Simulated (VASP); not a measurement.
A run of VASP 6.6.1 is set up as follows.

Contents of INCAR:

```
PREC = Accurate ; ENCUT = 520
EDIFF = 1E-6 ; ISMEAR = 0
SIGMA = 0.1 ; LREAL = F
LASPH = T ; NELM = 100
ALGO = Normal ; ISIF = 2
LWAVE = F ; LCHARG = F
GGA = PE ; NBANDS = 60
```

KPOINTS

```
regular mesh
0
Gamma
  6 6 2
```

File POSCAR:

```
ZrTi5C6
1.0
    3.3889065900      0.0000000000      0.0000000000
    0.0000000000      3.3889065900      0.0000000000
    0.0000000000      0.0000000000     14.3779129900
Zr Ti C
1 5 6
Direct
    0.0000000000      0.0000000000      0.0000000000
    0.0000000000      0.0000000000      0.6666666700
    0.5000000000      0.5000000000      0.8333333300
    0.5000000000      0.5000000000      0.1666666700
    0.0000000000      0.0000000000      0.3333333300
    0.5000000000      0.5000000000      0.5000000000
    0.0000000000      0.0000000000      0.8333333300
    0.5000000000      0.5000000000      0.0000000000
    0.0000000000      0.0000000000      0.1666666700
    0.5000000000      0.5000000000      0.3333333300
    0.0000000000      0.0000000000      0.5000000000
    0.5000000000      0.5000000000      0.6666666700
```

Potentials or basis: VASP PAW PBE potentials, release 64 (Zr_sv, Ti_sv, C).

The run is started by

```sh
$ cat potpaw_PBE.64/Zr_sv/POTCAR potpaw_PBE.64/Ti_sv/POTCAR potpaw_PBE.64/C/POTCAR > POTCAR
$ mpirun -np 1 vasp_std > vasp.out
```

(1) Estimate the band gap on the k mesh.

(2) Estimate the largest force.

(3) Estimate the pressure.

Answers

(1) zero (bands 48 and 49 overlap by 0.20 eV).

(2) 0.538 eV/Å.

(3) -35.7 GPa.

Caveat: the cell stands under tension.
